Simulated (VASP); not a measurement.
Here is a VASP 6.6.1 calculation.

The input INCAR:

```
ALGO = Normal
EDIFF = 1E-6
ENCUT = 500
GGA = PE
GGA_COMPAT = False
ISIF = 2
ISMEAR = 0
LASPH = True
LCHARG = True
LELF = True
LMAXMIX = 6
LREAL = False
LVHAR = True
LWAVE = False
NBANDS = 24
NELM = 200
PREC = Accurate
SIGMA = 0.1
```

The input KPOINTS:

```
k-points
0
Gamma
  8 8 8
```

The input POSCAR:

```
HoS4
1.0
    5.1939770975      0.0000000000      0.0000000000
    0.0000000000      5.1939770975      0.0000000000
    0.0000000000      0.0000000000      5.1939770975
Ho S
1 4
Direct
    0.0000000000      0.0000000000      0.0000000000
    0.5000000000      0.5000000000      0.5000000000
    0.5000000000      0.0000000000      0.0000000000
    0.0000000000      0.5000000000      0.0000000000
    0.0000000000      0.0000000000      0.5000000000
```

Potentials or basis: VASP PAW PBE potentials, release 64 (Ho_3, S), 4f in core.

Command:

```bash
$ cat potpaw_PBE.64/Ho_3/POTCAR potpaw_PBE.64/S/POTCAR > POTCAR
$ mpirun -np 1 vasp_std > vasp.out
```

(1) Estimate the band gap on the k mesh.

(2) Estimate the pressure.

Results:

(1) zero (an odd number of electrons rules out a gap without spin polarisation).

(2) 0.1 GPa.

Caveat: spin-orbit coupling is left out, which moves the levels of the heavy elements; the 4f electrons are frozen in the core, so they carry no moment and show no levels; the run has no spin polarisation, though such a crystal can be magnetic.
